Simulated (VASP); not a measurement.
## La: single point with PBE

The system is La.

```
CELL_PARAMETERS angstrom
3.81149 0.00000 0.00000
-1.90574 3.30085 0.00000
0.00000 0.00000 6.16953
ATOMIC_POSITIONS crystal
La 0.33333 0.66667 0.25000
La 0.66667 0.33333 0.75000
```

```json
{
 "Program": "VASP 6.6.1",
 "Task": "single point",
 "Functional": "PBE",
 "Potentials or basis": "VASP PAW PBE potentials, release 64 (La)",
 "Cutoff": "520 eV",
 "k mesh": "11 × 11 × 6",
 "Occupations": "fermi-dirac, width 0.05 eV",
 "Spin": "no spin polarisation",
 "Dipole correction": "no",
 "Further INCAR settings": "ALGO = Normal; EDIFF = 1e-06; NBANDS = 18"
}
```

| Quantity | Value |
| --- | --- |
| Pressure | -0.7 GPa |
| Band gap on the k mesh | zero (bands 11 and 12 overlap by 1.40 eV) |

Stress tensor (GPa, compression positive):
```
-0.58  0.00  0.00
 0.00 -0.58  0.00
 0.00  0.00 -0.89
```

Levels at points of the mesh, in eV from the Fermi level:
```csv
k point,band 9,band 10,band 11,band 12,band 13,band 14
"(0.00, 0.00, 0.00)",-3.19,-1.69,1.08,1.30,1.30,1.49
"(0.00, 0.00, 0.50)",-1.91,-1.91,0.57,0.57,1.36,1.36
```

Run time: 97 s on 1 thread of Intel(R) Xeon(R) Platinum 8375C CPU @ 2.90GHz (Ice Lake) (shared host), peak memory 0.25 GiB.

Caveat: spin-orbit coupling is left out, which moves the levels of the heavy elements.
